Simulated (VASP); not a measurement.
**Sc5S: single point with PBE**

The system is Sc5S.

```
Sc S
1.0
     3.40800    0.00000    0.00000
    -1.70400    2.95141    0.00000
     0.00000    0.00000   13.77904
Sc S
5 1
Direct
  0.66667 0.33333 0.88284
  0.33333 0.66667 0.11716
  0.33333 0.66667 0.68974
  0.66667 0.33333 0.31026
  0.00000 0.00000 0.50000
  0.00000 0.00000 0.00000
```

| Item | Value |
| --- | --- |
| Program | VASP 6.6.1 |
| Task | single point |
| Functional | PBE |
| Potentials or basis | VASP PAW PBE potentials, release 64 (Sc_sv, S) |
| Cutoff | 520 eV |
| k mesh | 12 × 12 × 4 |
| Occupations | gaussian, width 0.1 eV |
| Spin | no spin polarisation |

- Pressure: 0.1 GPa
- Largest force: 0.033 eV/Å
- Band gap on the k mesh: zero (an odd number of electrons rules out a gap without spin polarisation)

Forces on the atoms (eV/Å):
```
Sc   0.000  0.000 -0.033
Sc   0.000  0.000  0.033
Sc   0.000  0.000  0.002
Sc   0.000  0.000 -0.002
Sc   0.000  0.000  0.000
S    0.000  0.000  0.000
```

Levels at points of the mesh, in eV from the Fermi level:
```
           k point  band 28  band 29  band 30  band 31  band 32  band 33  band 34  band 35
(0.00, 0.00, 0.00)    -1.31    -0.17     0.52     0.75     0.99     0.99     1.27     1.27
(0.50, 0.00, 0.00)    -1.23    -0.51    -0.37    -0.23    -0.06     0.33     0.59     1.28
(0.00, 0.00, 0.50)    -1.59    -0.11     0.39     1.00     1.00     1.03     1.30     1.36
(0.50, 0.00, 0.50)    -1.28    -0.46    -0.44    -0.27    -0.06     0.43     0.74     1.04
```

It took 4.8 min on 1 thread of Intel(R) Xeon(R) 6975P-C (Granite Rapids), on a shared host, peak memory 0.46 GiB.
